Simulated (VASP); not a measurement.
A run of VASP 6.6.1:

Contents of INCAR:

```
PREC = Accurate ; ENCUT = 520
EDIFF = 1E-6 ; ISMEAR = 0
SIGMA = 0.1 ; LREAL = False
LASPH = True ; NELM = 80
ALGO = Fast ; ISIF = 2
LWAVE = False ; LCHARG = False
GGA = PS ; NBANDS = 25
```

Contents of KPOINTS:

```
regular mesh
0
Gamma
  8 8 6
```

POSCAR

```
Al2Pt
1.0
    2.9593132594      2.9593132594      0.0000000000
   -2.9593132594      2.9593132594      0.0000000000
    0.0000000000      0.0000000000      5.8080668703
Al Pt
4 2
Direct
    0.0000000000      0.5000000000      0.7500000000
    0.5000000000      0.0000000000      0.7500000000
    0.5000000000      0.0000000000      0.2500000000
    0.0000000000      0.5000000000      0.2500000000
    0.0000000000      0.0000000000      0.0000000000
    0.5000000000      0.5000000000      0.5000000000
```

Potentials or basis: VASP PAW PBE potentials, release 64 (Al, Pt).

Run with:

```bash
$ cat potpaw_PBE.64/Al/POTCAR potpaw_PBE.64/Pt/POTCAR > POTCAR
$ mpirun -np 1 vasp_std > vasp.out
```

Hardware: 1 thread of Intel(R) Xeon(R) Platinum 8559C (Emerald Rapids) (shared host).

How long does it take, and how much memory?

Wall time 69 s on 1 thread of Intel(R) Xeon(R) Platinum 8559C (Emerald Rapids), on a shared host, peak memory 0.29 GiB. Counts: scf iterations 16, k points 60.
